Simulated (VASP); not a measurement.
# Si2W (P3_212) in VASP: single point with PBEsol

Aim: the single point of Si2W with PBEsol.

All numbers are computed with VASP 6.6.1; they aren't measurements. Logs are shortened: lines on timing, memory, paths and dates and some standing lists are left out, and cuts for length are marked.

**1. The cell of the first run**

Symmetry: P3_212, No. 153, trigonal system. The conventional cell has a = 4.576 Å, b = 4.576 Å, c = 6.603 Å, α = 90.00°, β = 90.00°, γ = 120.00°. Si (site symmetry 2) has 9 Si at 2.56 to 3.29 Å and 5 W at 2.58 to 2.66 Å within 3.4 Å. Si (site symmetry 2) has 9 Si at 2.56 to 3.24 Å and 5 W at 2.58 to 2.67 Å within 3.4 Å. Within 3.4 Å of W (site symmetry 2) lie 10 Si at 2.58 to 2.67 Å and 4 W at 3.08 to 3.27 Å.

**2. Single point, PBEsol (atoms displaced along a vibrational mode)**

Contents of INCAR:

```
SYSTEM = Si2W
PREC = Accurate ; ENCUT = 520
EDIFF = 1E-7 ; ISMEAR = 0
SIGMA = 0.15 ; LREAL = .FALSE.
LASPH = .TRUE. ; NELM = 100
ALGO = Normal ; ISIF = 2
LWAVE = .FALSE. ; LCHARG = .FALSE.
GGA = PS ; NBANDS = 43
```

Contents of KPOINTS:

```
Automatic mesh
0
G
  12 12 6
  0 0 0
```

Contents of POSCAR:

```
Si2W
1.0
    4.5760866017      0.0000000000      0.0000000000
   -2.2880433009      3.9630072470      0.0000000000
    0.0000000000      0.0000000000      6.6033074698
Si W
6 3
Direct
    0.8451243653      0.6902487306      0.5000000000
    0.1727655904      0.8272344096      0.8333333333
    0.6544688193      0.8272344096      0.1666666667
    0.1727655904      0.3455311807      0.5000000000
    0.8451243653      0.1548756347      0.8333333333
    0.3097512694      0.1548756347      0.1666666667
   -0.0189250222      0.4905374889      0.1666666667
    0.5094625111      0.4905374889      0.8333333333
    0.5094625111      0.0189250222      0.5000000000
```

Potentials or basis: VASP PAW PBE potentials, release 64 (Si, W_sv).

Command:

```sh
$ cat potpaw_PBE.64/Si/POTCAR potpaw_PBE.64/W_sv/POTCAR > POTCAR
$ mpirun -np 1 vasp_std > vasp.out
```

OUTCAR:

```text
SYSTEM = Si2W
   PREC = Accurate
   ENCUT = 520
   EDIFF = 1E-7
   ISMEAR = 0
   LREAL = .FALSE.
   LASPH = .TRUE.
   NELM = 100
   ISIF = 2
   GGA = PS

 ion  position               nearest neighbor table
   1  0.845  0.690  0.500-   3 2.56   2 2.56   8 2.58   7 2.58   4 2.60   9 2.63   9 2.63   9 2.66
                             4 2.66   4 2.66   6 3.06   5 3.06
   2  0.173  0.827  0.833-   1 2.56   6 2.56   9 2.58   7 2.58   5 2.60   8 2.63   8 2.63   5 2.66
                             5 2.66   8 2.67   4 3.12   3 3.12
   3  0.654  0.827  0.167-   1 2.56   5 2.56   9 2.58   8 2.58   6 2.60   7 2.63   7 2.63   6 2.66
                             6 2.66   7 2.67   4 3.12   2 3.12
   4  0.173  0.346  0.500-   6 2.56   5 2.56   8 2.58   7 2.58   1 2.60   9 2.63   9 2.63   1 2.66
                             1 2.66   9 2.67   3 3.12   2 3.12
   5  0.845  0.155  0.833-   4 2.56   3 2.56   9 2.58   7 2.58   2 2.60   8 2.63   8 2.63   8 2.66
                             2 2.66   2 2.66   1 3.06   6 3.06
   6  0.310  0.155  0.167-   4 2.56   2 2.56   9 2.58   8 2.58   3 2.60   7 2.63   7 2.63   7 2.66
                             3 2.66   3 2.66   1 3.06   5 3.06
   7  0.981  0.491  0.167-   1 2.58   5 2.58   4 2.58   2 2.58   3 2.63   3 2.63   6 2.63   6 2.63
                             6 2.66   3 2.67   9 3.08   8 3.08   9 3.27   8 3.27
   8  0.509  0.491  0.833-   1 2.58   6 2.58   4 2.58   3 2.58   2 2.63   2 2.63   5 2.63   5 2.63
                             5 2.66   2 2.67   9 3.08   7 3.08   9 3.27   7 3.27
   9  0.509  0.019  0.500-   5 2.58   6 2.58   2 2.58   3 2.58   4 2.63   4 2.63   1 2.63   1 2.63
                             1 2.66   4 2.67   7 3.08   8 3.08   7 3.27   8 3.27

  LATTYP: Found a hexagonal cell.
 ALAT       =     4.5760866017
 C/A-ratio  =     1.4430031694

  Lattice vectors:

 A1 = (   4.5760866017,   0.0000000000,   0.0000000000)
 A2 = (  -2.2880433009,   3.9630072470,   0.0000000000)
 A3 = (   0.0000000000,   0.0000000000,   6.6033074698)

Analysis of symmetry for initial positions (statically):
=====================================================================
 Subroutine PRICEL returns:
 Original cell was already a primitive cell.

 Routine SETGRP: Setting up the symmetry group for a
 hexagonal supercell.

 Subroutine GETGRP returns: Found  6 space group operations
 (whereof  2 operations were pure point group operations)
 out of a pool of 24 trial point group operations.

The static configuration has the point symmetry C_2 .
 The point group associated with its full space group is D_3 .

Analysis of symmetry for dynamics (positions and initial velocities):
=====================================================================
 Subroutine PRICEL returns:
 Original cell was already a primitive cell.

 Routine SETGRP: Setting up the symmetry group for a
 hexagonal supercell.

[... 133 lines left out ...]
   EFERMI =   0.00;   METHOD = LEGACY
   ISMEAR =     0;   SIGMA  =   0.15  broadening in eV -4-tet -1-fermi 0-gaus
   EFERMI_NEDOS =   21; number of points for ismear=-14 and -15
   IALGO  =     38    algorithm
   IMIX   =      4    mixing-type and parameters
     AMIX     =   0.40;   BMIX     =  1.00
     AMIX_MAG =   1.60;   BMIX_MAG =  1.00
  volume/ion in A,a.u.               =      13.31        89.79
  Fermi-wavevector in a.u.,A,eV,Ry     =   1.342237  2.536461 24.512265  1.801601
  Thomas-Fermi vector in A             =   2.470407
   LORBIT       =      0    0 simple, 1 ext, 2 COOP (PROOUT), +10 PAW based schemes
   GGA     = PS    functional components
   LHFCALC =     F    Hartree Fock is set to
   AEXX    =    0.0000 exact exchange contribution
   IVDW    =     0    specifies the selected vdW correction
   LEPSILON=     F    determine dielectric tensor
   LRPA    =     F    only Hartree local field effects (RPA)
 non-spin polarized calculation
 Gauss-broadening in eV      SIGMA  =   0.15
  energy-cutoff  :      520.00
  volume of cell :      119.75
 maximum number of plane-waves:      3300
 NGX is ok and might be reduce to    36
   NGX = 17   NGY = 17   NGZ = 25

 number of electron      66.0000001 magnetization

 Free energy of the ion-electron system (eV)
  ---------------------------------------------------
  ext. energy  EPLUGINS =         0.00000000
  ---------------------------------------------------
  free energy    TOTEN  =       -79.14338606 eV

  energy without entropy =      -79.14041099  energy(sigma->0) =      -79.14189853

 E-fermi :  12.6478     XC(G=0): -12.6669

 val. band max:       12.6320512553   @ k =   0.5000  -0.0000   0.0000
 cond. band min:      12.6526945376   @ k =   0.5000  -0.0000   0.5000
 fundamental gap:      0.0206432824
 Fermi energy:        12.6477659619

 k-point     1 :       0.0000    0.0000    0.0000
  band No.  band energies     occupation
      1     -61.6267      2.00000
      2     -61.6122      2.00000
      3     -61.6122      2.00000
      4     -26.0252      2.00000
      5     -26.0252      2.00000
      6     -26.0247      2.00000
[... 1093 lines left out ...]
     42      16.0899      0.00000
     43      16.2102      0.00000

 [... further k-points ...]

------------------------ aborting loop because EDIFF is reached ----------------------------------------

  FORCE on cell =-STRESS in cart. coord.  units (eV):
  Direction    XX          YY          ZZ          XY          YZ          ZX
  --------------------------------------------------------------------------------------
  -------------------------------------------------------------------------------------
  Total        0.2366768      0.2366768      0.7037254     -0.0000000      0.0000000      0.0000000
  in kB        3.1665445      3.1665445      9.4152784     -0.0000000      0.0000000      0.0000000
  external PRESSURE =       5.2494558 kB  Pullay stress =       0.0000000 kB

 VOLUME and BASIS-vectors are now :
 -----------------------------------------------------------------------------
  energy-cutoff  :      520.00
  volume of cell :      119.75
      direct lattice vectors                 reciprocal lattice vectors
     4.576086602  0.000000000  0.000000000     0.218527333  0.126166814  0.000000000
    -2.288043301  3.963007247  0.000000000     0.000000000  0.252333629  0.000000000
     0.000000000  0.000000000  6.603307470     0.000000000  0.000000000  0.151439260

 POSITION                                       TOTAL-FORCE (eV/Angst)
 -----------------------------------------------------------------------------------
      2.28804      2.73546      3.30165         0.000000     -0.170875      0.000000
     -1.10216      3.27834      5.50276        -0.149938      0.086567      0.000000
      1.10216      3.27834      1.10055         0.149938      0.086567      0.000000
      0.00000      1.36934      3.30165         0.000000     -0.173133      0.000000
      3.51300      0.61377      5.50276        -0.147982      0.085437      0.000000
      1.06309      0.61377      1.10055         0.147982      0.085437     -0.000000
      3.36711      1.94400      1.10055         1.032655      0.596203     -0.000000
      1.20897      1.94400      5.50276        -1.032655      0.596203      0.000000
      2.28804      0.07500      3.30165         0.000000     -1.192407      0.000000
 -----------------------------------------------------------------------------------
    total drift:                               -0.000001     -0.000000      0.000000

  FREE ENERGIE OF THE ION-ELECTRON SYSTEM (eV)
  ---------------------------------------------------
  free  energy   TOTEN  =       -79.1433860621 eV

  energy  without entropy=      -79.1404109937  energy(sigma->0) =      -79.14189853
```

OSZICAR:

```text
N       E                     dE             d eps       ncg     rms          rms(c)
DAV:   1     0.633029692138E+03    0.63303E+03   -0.35069E+04  8864   0.157E+03
DAV:   2    -0.417688660537E+02   -0.67480E+03   -0.65216E+03  9135   0.451E+02
DAV:   3    -0.805810208632E+02   -0.38812E+02   -0.37494E+02 10749   0.988E+01
DAV:   4    -0.815974157273E+02   -0.10164E+01   -0.10026E+01 10568   0.147E+01
DAV:   5    -0.816168117411E+02   -0.19396E-01   -0.19343E-01 10586   0.217E+00    0.456E+01
DAV:   6    -0.795062171039E+02    0.21106E+01   -0.10188E+01 10332   0.158E+01    0.165E+01
DAV:   7    -0.792151923488E+02    0.29102E+00   -0.99495E-01 10175   0.394E+00    0.747E+00
DAV:   8    -0.791453207133E+02    0.69872E-01   -0.14357E-01 10350   0.207E+00    0.525E-01
DAV:   9    -0.791439901569E+02    0.13306E-02   -0.10609E-02 11325   0.423E-01    0.332E-01
DAV:  10    -0.791434926193E+02    0.49754E-03   -0.24742E-03 10588   0.317E-01    0.103E-01
DAV:  11    -0.791433873754E+02    0.10524E-03   -0.44007E-04 10344   0.123E-01    0.292E-02
DAV:  12    -0.791433871876E+02    0.18786E-06   -0.19256E-05 10976   0.217E-02    0.816E-03
DAV:  13    -0.791433861391E+02    0.10485E-05   -0.10380E-06  9496   0.556E-03    0.172E-03
DAV:  14    -0.791433860621E+02    0.76971E-07   -0.72974E-08  5660   0.169E-03
   1 F= -.79143386E+02 E0= -.79141899E+02  d E =-.297507E-02
```

Run time: 3.9 min. Hardware: 1 thread of Intel Xeon 6975P-C (Granite Rapids), shared host; peak memory 0.51 GiB.

Results:

```
Free energy            : -79.1434 eV
Pressure               : 0.5 GPa
Largest force          : 1.192 eV/Å
Band gap on the k mesh : zero (bands 33 and 34 overlap by 0.02 eV)
```

Forces in eV/Å, atoms in the order of the input:
```
Si   0.000 -0.171  0.000
Si  -0.150  0.087  0.000
Si   0.150  0.087  0.000
Si   0.000 -0.173  0.000
Si  -0.148  0.085  0.000
Si   0.148  0.085  0.000
W    1.033  0.596  0.000
W   -1.033  0.596  0.000
W    0.000 -1.192  0.000
```

Caveat: the cell differs from its parent crystal (atoms displaced along a vibrational mode); the PAW data sets were made with another functional, which shifts forces and pressure a little; spin-orbit coupling is left out, which moves the levels of the heavy elements.

The gap in the log of VASP goes by the Fermi energy; the results here count the filled bands.